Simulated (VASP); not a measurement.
A run of VASP 6.6.1:

File INCAR:

```
SYSTEM = LiCoAs
ALGO = Normal
EDIFF = 1E-8
ENCUT = 520
ISIF = 2
ISMEAR = -1
LASPH = .True.
LCHARG = .False.
LEFG = .True.
LREAL = .False.
LWAVE = .False.
NBANDS = 26
NELM = 80
PREC = Accurate
SIGMA = 0.05
```

KPOINTS

```
k-points
0
Gamma
  8 8 5
  0 0 0
```

File POSCAR:

```
LiCoAs
1.0
    3.6578597745      0.0000000000      0.0000000000
    0.0000000000      3.6578597745      0.0000000000
    0.0000000000      0.0000000000      6.0388986993
Li Co As
2 2 2
Direct
    0.0000000000      0.5000000000      0.6708414200
    0.5000000000      0.0000000000      0.3291585800
    0.5000000000      0.5000000000      0.0000000000
    0.0000000000      0.0000000000      0.0000000000
    0.5000000000      0.0000000000      0.7721379400
    0.0000000000      0.5000000000      0.2278620600
```

Potentials or basis: VASP PAW LDA potentials, release 64 (Li_sv, Co, As).

Launch:

```bash
$ cat potpaw_LDA.64/Li_sv/POTCAR potpaw_LDA.64/Co/POTCAR potpaw_LDA.64/As/POTCAR > POTCAR
$ mpirun -np 1 vasp_std > vasp.out
```

Hardware: 1 thread of Intel Xeon 8259CL (shared host).

Question: Estimate the wall time of this run.

Answer: It took 2 min on 1 thread of Intel Xeon 8259CL, with other jobs on the host, peak memory 0.22 GiB. Counts: scf iterations 16, k points 45.
